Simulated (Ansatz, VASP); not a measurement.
**Sc in VASP and in Ansatz**

INCAR

```
PREC = Accurate ; ENCUT = 520
EDIFF = 1E-7 ; ISMEAR = 0
SIGMA = 0.15 ; LREAL = False
LASPH = True ; NELM = 100
ALGO = Fast ; ISIF = 2
LWAVE = False ; LCHARG = False
GGA = PE ; NBANDS = 18
```

The input KPOINTS:

```
Automatic mesh
0
Gamma
  18 18 10
```

The input POSCAR:

```
Sc
1.0
    3.3584298657      0.0000000000      0.0000000000
   -1.6792149328      2.9084855806      0.0000000000
    0.0000000000      0.0000000000      5.2680000000
Sc
2
Direct
    0.3333333333      0.6666666667      0.2500000000
    0.6666666667      0.3333333333      0.7500000000
```

Input for Ansatz:

```yaml
crystal:
  lattice:
    - [3.3584298657, 0.0, 0.0]
    - [-1.6792149328, 2.9084855806, 0.0]
    - [0.0, 0.0, 5.268]
  atoms:
    - { symbol: Sc, position: [0.3333333333, 0.6666666667, 0.25] }
    - { symbol: Sc, position: [0.6666666667, 0.3333333333, 0.75] }
basis:
  ecutwfc: 420
kpoints:
  mp_grid: { grid: [18, 18, 10] }
hamiltonian:
  xc: pbe
scf:
  occupations: { method: gaussian, width: 0.15 }
output:
  forces: true
  stress: true
  eigenvalues: true
```

Change from the starting cell: strain +0.015 along x and y, +0.000 along z, atoms carried along.

Alike in both runs: task single point; functional PBE; k mesh 18 × 18 × 10; occupations gaussian, width 0.15 eV; no spin polarisation.

```csv
,VASP,Ansatz
version,VASP 6.6.1,Ansatz 0.2.0
potentials or method,"VASP PAW PBE potentials, release 64 (Sc_sv), cutoff 520 eV","scalar-relativistic, plane waves, PAW"
valence electrons in the cell,22,22
```

|  | VASP | Ansatz | Ansatz less VASP |
| --- | --- | --- | --- |
| gap on the k mesh at the Fermi level (eV) | none | none | - |
| pressure (GPa) | -2.1 | -2.1 | -0.03 |
| traceless stress, the component that is largest in VASP (GPa) | -0.26 | -0.26 | -0.003 |

A gap of «none» marks a metal or a gap that the smearing closes. With one functional, cell and mesh, what is left measures potentials, basis and numerics.
